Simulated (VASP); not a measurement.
# FeO (I4/mmm) in VASP: single point with PBE

Aim: the single point of FeO with PBE.

All numbers are computed with VASP 6.6.1; they aren't measurements. Logs are shortened: lines on timing, memory, paths and dates and some standing lists are left out, and cuts for length are marked.

**1. The cell of the first run**

Symmetry: I4/mmm, No. 139, tetragonal system. The conventional cell has a = 3.052 Å, b = 3.052 Å, c = 4.301 Å, α = 90.00°, β = 90.00°, γ = 90.00°. Within 2.8 Å of Fe (site symmetry 4/mmm) lie 6 O at 2.15 to 2.16 Å. O (site symmetry 4/mmm) has 6 Fe at 2.15 to 2.16 Å within 2.8 Å.

**2. Single point, PBE, collinear spin, ferromagnetic start**

Input file INCAR:

```
ALGO = Normal
EDIFF = 1E-7
ENCUT = 520
GGA = PE
ISIF = 2
ISMEAR = 0
ISPIN = 2
LASPH = T
LCHARG = F
LMAXMIX = 4
LORBIT = 11
LREAL = F
LWAVE = F
MAGMOM = 3.84 0.33
NBANDS = 18
NELM = 150
PREC = Accurate
SIGMA = 0.1
```

Input file KPOINTS:

```
k-points
0
Gamma
  8 8 8
```

Input file POSCAR:

```
FeO
1.0
   -1.5262243085      1.5262243085      2.1506457777
    1.5262243085     -1.5262243085      2.1506457777
    1.5262243085      1.5262243085     -2.1506457777
Fe O
1 1
Direct
    0.0000000000      0.0000000000      0.0000000000
    0.5000000000      0.5000000000      0.0000000000
```

Potentials or basis: VASP PAW PBE potentials, release 64 (Fe, O).

Run with:

```bash
> cat potpaw_PBE.64/Fe/POTCAR potpaw_PBE.64/O/POTCAR > POTCAR
> mpirun -np 1 vasp_std > vasp.out
```

OUTCAR:

```text
EDIFF = 1E-7
   ENCUT = 520
   GGA = PE
   ISIF = 2
   ISMEAR = 0
   ISPIN = 2
   LASPH = T
   LORBIT = 11
   LREAL = F
   NELM = 150
   PREC = Accurate

 ion  position               nearest neighbor table
   1  0.000  0.000  0.000-   2 2.15   2 2.15   2 2.16   2 2.16   2 2.16   2 2.16
   2  0.500  0.500  0.000-   1 2.15   1 2.15   1 2.16   1 2.16   1 2.16   1 2.16

  LATTYP: Found a body centered tetragonal cell.
 ALAT       =     3.0524486170
 C/A-ratio  =     1.4091282426

  Lattice vectors:

 A1 = (  -1.5262243085,   1.5262243085,   2.1506457777)
 A2 = (   1.5262243085,  -1.5262243085,   2.1506457777)
 A3 = (   1.5262243085,   1.5262243085,  -2.1506457777)

Analysis of symmetry for initial positions (statically):
=====================================================================
 Subroutine PRICEL returns:
 Original cell was already a primitive cell.

 Routine SETGRP: Setting up the symmetry group for a
 body centered tetragonal supercell.

 Subroutine GETGRP returns: Found 16 space group operations
 (whereof 16 operations were pure point group operations)
 out of a pool of 16 trial point group operations.

The static configuration has the point symmetry D_4h.

Analysis of symmetry for dynamics (positions and initial velocities):
=====================================================================
 Subroutine PRICEL returns:
 Original cell was already a primitive cell.

 Routine SETGRP: Setting up the symmetry group for a
 body centered tetragonal supercell.

 Subroutine GETGRP returns: Found 16 space group operations
 (whereof 16 operations were pure point group operations)
 out of a pool of 16 trial point group operations.

The dynamic configuration has the point symmetry D_4h.

Analysis of structural, dynamic, and magnetic symmetry:
=====================================================================
 Subroutine PRICEL returns:
 Original cell was already a primitive cell.

 Routine SETGRP: Setting up the symmetry group for a
 body centered tetragonal supercell.

 Subroutine GETGRP returns: Found 16 space group operations
 (whereof 16 operations were pure point group operations)
 out of a pool of 16 trial point group operations.

The overall configuration has the point symmetry D_4h.

 Subroutine INISYM returns: Found 16 space group operations
 (whereof 16 operations are pure point group operations),
 and found     1 'primitive' translations

----------------------------------------------------------------------------------------

                                     Primitive cell

  volume of cell :      20.0385

  direct lattice vectors                    reciprocal lattice vectors
    -1.526224309  1.526224309  2.150645778     0.000000000  0.327605842  0.232488309
     1.526224309 -1.526224309  2.150645778     0.327605842  0.000000000  0.232488309
     1.526224309  1.526224309 -2.150645778     0.327605842  0.327605842  0.000000000

  length of vectors
     3.046965464  3.046965464  3.046965464     0.401716818  0.401716818  0.463304625

  position of ions in fractional coordinates (direct lattice)
     0.000000000  0.000000000  0.000000000
     0.500000000  0.500000000  0.000000000

  ion indices of the primitive-cell ions
   primitive index   ion index
                 1           1
                 2           2

----------------------------------------------------------------------------------------

 KPOINTS: k-points

Automatic generation of k-mesh.
 Grid dimensions read from file:
 generate k-points for:    8    8    8

 Generating k-lattice:

  Cartesian coordinates                     Fractional coordinates (reciprocal lattice)
     0.000000000  0.040950730  0.029061039     0.125000000  0.000000000 -0.000000000
     0.040950730  0.000000000  0.029061039     0.000000000  0.125000000 -0.000000000
     0.040950730  0.040950730  0.000000000     0.000000000  0.000000000  0.125000000

  Length of vectors
     0.050214602  0.050214602  0.057913078

  Shift w.r.t. Gamma in fractional coordinates (k-lattice)
     0.000000000  0.000000000  0.000000000

 Subroutine IBZKPT returns following result:
 ===========================================

 Found     59 irreducible k-points:

 Following reciprocal coordinates:
            Coordinates               Weight
  0.000000  0.000000  0.000000      1.000000
  0.125000  0.000000  0.000000      8.000000
  0.250000  0.000000  0.000000      8.000000
  0.375000 -0.000000  0.000000      8.000000
  0.500000  0.000000  0.000000      4.000000
  0.125000  0.125000  0.000000      8.000000
[... 16 lines left out ...]
  0.250000  0.125000  0.125000     16.000000
  0.375000  0.125000  0.125000      8.000000
 [... further k-points ...]
   k-points           NKPTS =     59   k-points in BZ     NKDIM =     59   number of bands    NBANDS=     18
   number of dos      NEDOS =    301   number of ions     NIONS =      2
   total plane-waves  NPLWV =  13824
   dimension x,y,z NGX =    24 NGY =   24 NGZ =   24
   dimension x,y,z NGXF=    48 NGYF=   48 NGZF=   48
   ions per type =               1   1
   NGX,Y,Z   is equivalent  to a cutoff of  13.09, 13.09, 13.09 a.u.
   NGXF,Y,Z  is equivalent  to a cutoff of  26.19, 26.19, 26.19 a.u.
 SYSTEM =  unknown system
   PREC   = accura    normal or accurate (medium, high low for compatibility)
   ISTART =      0    job   : 0-new  1-cont  2-samecut
   ICHARG =      2    charge: 1-file 2-atom 10-const
   ISPIN  =      2    spin polarized calculation?
   LNONCOLLINEAR =      F non collinear calculations
   LSORBIT =      F    spin-orbit coupling
   LASPH  =      T    aspherical Exc in radial PAW
   ENCUT  =  520.0 eV  38.22 Ry    6.18 a.u.   5.67  5.67  5.67*2*pi/ulx,y,z
   NELM   =    150;   NELMIN=  2; NELMDL= -5     # of ELM steps
   EDIFF  = 0.1E-06   stopping-criterion for ELM
   LREAL  =      F    real-space projection
   EDIFFG = 0.1E-05   stopping-criterion for IOM
   NSW    =      0    number of steps for IOM
   IBRION =     -1    ionic relax: 0-MD 1-quasi-New 2-CG
   NFREE  =      0    steps in history (QN), initial steepest desc. (CG)
   ISIF   =      2    stress and relaxation
   ISYM   =      2    0-nonsym 1-usesym 2-fastsym
   POTIM  = 0.5000    time-step for ionic-motion
   TEBEG  =    0.0;   TEEND  =   0.0 temperature during run
   PSTRESS=    0.0 pullay stress
   NELECT =      14.0000    total number of electrons
   NUPDOWN=      -1.0000    fix difference up-down
   EMIN   =  10.00;   EMAX   =-10.00  energy-range for DOS
   EFERMI =   0.00;   METHOD = LEGACY
   ISMEAR =     0;   SIGMA  =   0.10  broadening in eV -4-tet -1-fermi 0-gaus
   EFERMI_NEDOS =   21; number of points for ismear=-14 and -15
   IALGO  =     38    algorithm
   IMIX   =      4    mixing-type and parameters
     AMIX     =   0.40;   BMIX     =  1.00
     AMIX_MAG =   1.60;   BMIX_MAG =  1.00
  volume/ion in A,a.u.               =      10.02        67.61
  Fermi-wavevector in a.u.,A,eV,Ry     =   1.452654  2.745119 28.711080  2.110205
  Thomas-Fermi vector in A             =   2.570011
   LORBIT       =     11    0 simple, 1 ext, 2 COOP (PROOUT), +10 PAW based schemes
   GGA     = PE    functional components
   LHFCALC =     F    Hartree Fock is set to
   AEXX    =    0.0000 exact exchange contribution
   IVDW    =     0    specifies the selected vdW correction
   LEPSILON=     F    determine dielectric tensor
   LRPA    =     F    only Hartree local field effects (RPA)
 spin polarized calculation
 Gauss-broadening in eV      SIGMA  =   0.10
  energy-cutoff  :      520.00
  volume of cell :       20.04
 maximum number of plane-waves:       549
   NGX = 11   NGY = 11   NGZ = 11

 number of electron      13.9999999 magnetization       4.0005364

 Free energy of the ion-electron system (eV)
  ---------------------------------------------------
  ext. energy  EPLUGINS =         0.00000000
  ---------------------------------------------------
  free energy    TOTEN  =       -14.93200554 eV

  energy without entropy =      -14.92288257  energy(sigma->0) =      -14.92744405

 E-fermi :   6.2057     XC(G=0): -12.1603

 val. band max:        6.1993332350   @ k =  -0.3750   0.3750   0.2500
 cond. band min:       6.2183163638   @ k =   0.2500   0.2500   0.1250
 fundamental gap:      0.0189831288
 Fermi energy:         6.2056868351

 spin component 1

 k-point     1 :       0.0000    0.0000    0.0000
  band No.  band energies     occupation
      1     -14.5213      1.00000
      2       2.3175      1.00000
      3       2.3175      1.00000
      4       2.3359      1.00000
      5       2.3958      1.00000
      6       2.4041      1.00000
[... 10 lines left out ...]
     17      26.9102      0.00000
     18      29.8756      0.00000

 k-point     2 :       0.1250    0.0000    0.0000
  band No.  band energies     occupation
      1     -14.3702      1.00000
      2       1.0385      1.00000
      3       1.3014      1.00000
      4       1.3033      1.00000
      5       2.4495      1.00000
      6       2.4586      1.00000
[... 10 lines left out ...]
     17      28.5917      0.00000
     18      31.9917      0.00000

 k-point     3 :       0.2500    0.0000    0.0000
  band No.  band energies     occupation
      1     -13.9809      1.00000
      2      -0.6826      1.00000
      3       0.3755      1.00000
      4       0.3802      1.00000
      5       2.7218      1.00000
      6       2.7269      1.00000
[... 412 lines left out ...]
 k-point    23 :       0.2500    0.1250    0.1250
  band No.  band energies     occupation
      1     -13.4462      1.00000
      2      -1.6676      1.00000
      3      -0.2786      1.00000
      4      -0.0165      1.00000
      5       2.7569      1.00000
      6       3.1340      1.00000
[... 10 lines left out ...]
     17      33.3121      0.00000
     18      34.1209      0.00000

 k-point    24 :       0.3750    0.1250    0.1250
  band No.  band energies     occupation
      1     -13.3147      1.00000
      2      -1.8299      1.00000
      3      -0.4907      1.00000
      4      -0.2492      1.00000
      5       2.9518      1.00000
      6       3.1269      1.00000
[... 10 lines left out ...]
     17      32.7044      0.00000
     18      34.0602      0.00000

 [... further k-points ...]

 spin component 2

 k-point     1 :       0.0000    0.0000    0.0000
  band No.  band energies     occupation
      1     -13.9886      1.00000
      2       2.9509      1.00000
      3       2.9634      1.00000
      4       2.9634      1.00000
      5       5.4585      1.00000
      6       5.4585      1.00000
[... 10 lines left out ...]
     17      28.5023      0.00000
     18      30.9564      0.00000

 k-point     2 :       0.1250    0.0000    0.0000
  band No.  band energies     occupation
      1     -13.8355      1.00000
      2       1.8745      1.00000
      3       2.5353      1.00000
      4       2.5427      1.00000
      5       5.6393      1.00000
      6       5.6413      1.00000
[... 10 lines left out ...]
     17      29.8359      0.00000
     18      33.2458      0.00000

 k-point     3 :       0.2500    0.0000    0.0000
  band No.  band energies     occupation
      1     -13.4410      1.00000
      2       0.1156      1.00000
      3       1.8022      1.00000
      4       1.8093      1.00000
      5       5.9791      0.99932
      6       6.0259      0.99449
[... 412 lines left out ...]
 k-point    23 :       0.2500    0.1250    0.1250
  band No.  band energies     occupation
      1     -12.8853      1.00000
      2      -0.8808      1.00000
      3       0.8574      1.00000
      4       1.2225      1.00000
      5       5.8394      1.00000
      6       6.6477      0.00000
[... 10 lines left out ...]
     17      34.0081      0.00000
     18      34.7409      0.00000

 k-point    24 :       0.3750    0.1250    0.1250
  band No.  band energies     occupation
      1     -12.7488      1.00000
      2      -1.0919      1.00000
      3       0.5759      1.00000
      4       1.0902      1.00000
      5       6.2764      0.15866
      6       6.4140      0.00161
[... 10 lines left out ...]
     17      33.1469      0.00000
     18      34.8642      0.00000

 [... further k-points ...]

------------------------ aborting loop because EDIFF is reached ----------------------------------------

  FORCE on cell =-STRESS in cart. coord.  units (eV):
  Direction    XX          YY          ZZ          XY          YZ          ZX
  --------------------------------------------------------------------------------------
  -------------------------------------------------------------------------------------
  Total       -0.0346612     -0.0346612      0.0090980      0.0000000      0.0000000      0.0000000
  in kB       -2.7713298     -2.7713298      0.7274310      0.0000000      0.0000000      0.0000000
  external PRESSURE =      -1.6050762 kB  Pullay stress =       0.0000000 kB

 VOLUME and BASIS-vectors are now :
 -----------------------------------------------------------------------------
  energy-cutoff  :      520.00
  volume of cell :       20.04
      direct lattice vectors                 reciprocal lattice vectors
    -1.526224309  1.526224309  2.150645778     0.000000000  0.327605842  0.232488309
     1.526224309 -1.526224309  2.150645778     0.327605842  0.000000000  0.232488309
     1.526224309  1.526224309 -2.150645778     0.327605842  0.327605842  0.000000000

 POSITION                                       TOTAL-FORCE (eV/Angst)
 -----------------------------------------------------------------------------------
      0.00000      0.00000      0.00000         0.000000      0.000000      0.000000
      0.00000      0.00000      2.15065        -0.000000     -0.000000      0.000000
 -----------------------------------------------------------------------------------
    total drift:                               -0.000000      0.000000     -0.000000

  FREE ENERGIE OF THE ION-ELECTRON SYSTEM (eV)
  ---------------------------------------------------
  free  energy   TOTEN  =       -14.9320055372 eV

  energy  without entropy=      -14.9228825728  energy(sigma->0) =      -14.92744405

 total charge

# of ion       s       p       d       tot
------------------------------------------
    1        0.287   0.358   6.085   6.731
    2        1.556   3.437   0.000   4.994
--------------------------------------------------
tot          1.843   3.795   6.085  11.724

 magnetization (x)

# of ion       s       p       d       tot
------------------------------------------
    1        0.027   0.021   3.571   3.619
    2        0.030   0.271   0.000   0.301
--------------------------------------------------
tot          0.057   0.293   3.571   3.920
```

It took 16 s on 1 thread of Intel Xeon 6975P-C (Granite Rapids), shared host; peak memory 0.17 GiB.

Results:

* Free energy: -14.9320 eV
* Pressure: -0.2 GPa
* Band gap on the k mesh: zero (filled and empty bands overlap)
* Net moment: 4.00 μB per cell
* Site moments: Fe +3.62; O +0.30 μB
* Valence electrons inside the program's atomic spheres: Fe 6.73; O 4.99

Stress tensor (GPa, compression positive):
```
-0.28  0.00  0.00
 0.00 -0.28  0.00
 0.00  0.00  0.07
```

Levels at points of the mesh, in eV from the Fermi level:
Spin up:
| k point | band 7 | band 8 | band 9 | band 10 | band 11 | band 12 |
| --- | --- | --- | --- | --- | --- | --- |
| (0.00, 0.00, 0.00) | -3.80 | -3.69 | -3.68 | 0.08 | 15.45 | 17.02 |
| (0.50, 0.00, 0.00) | -2.51 | -0.37 | -0.34 | 4.07 | 8.45 | 12.50 |
| (0.50, 0.50, 0.00) | -2.82 | -2.81 | -2.80 | 5.27 | 8.71 | 10.77 |
| (0.50, 0.50, 0.50) | -2.81 | -2.81 | -2.81 | 5.27 | 8.76 | 10.72 |
Spin down:
| k point | band 1 | band 2 | band 3 | band 4 | band 5 | band 6 | band 7 | band 8 | band 9 | band 10 |
| --- | --- | --- | --- | --- | --- | --- | --- | --- | --- | --- |
| (0.00, 0.00, 0.00) | -20.19 | -3.25 | -3.24 | -3.24 | -0.75 | -0.75 | -0.73 | 0.18 | 0.19 | 0.88 |
| (0.50, 0.00, 0.00) | -19.01 | -7.99 | -5.15 | -5.14 | 0.37 | 0.39 | 0.59 | 2.76 | 2.79 | 4.56 |
| (0.50, 0.50, 0.00) | -19.00 | -6.88 | -4.43 | -4.40 | -2.11 | 0.71 | 0.72 | 0.73 | 1.13 | 6.61 |
| (0.50, 0.50, 0.50) | -19.00 | -6.87 | -4.43 | -4.43 | -2.12 | 0.72 | 0.72 | 0.73 | 1.13 | 6.62 |

Caveat: the k points lie up to 0.36 Å⁻¹ apart; a cell with one magnetic atom can't hold antiferromagnetic order, which such compounds often take; semilocal functionals often make such compounds metallic where correlation or magnetic order opens a gap, which also shifts bond lengths.
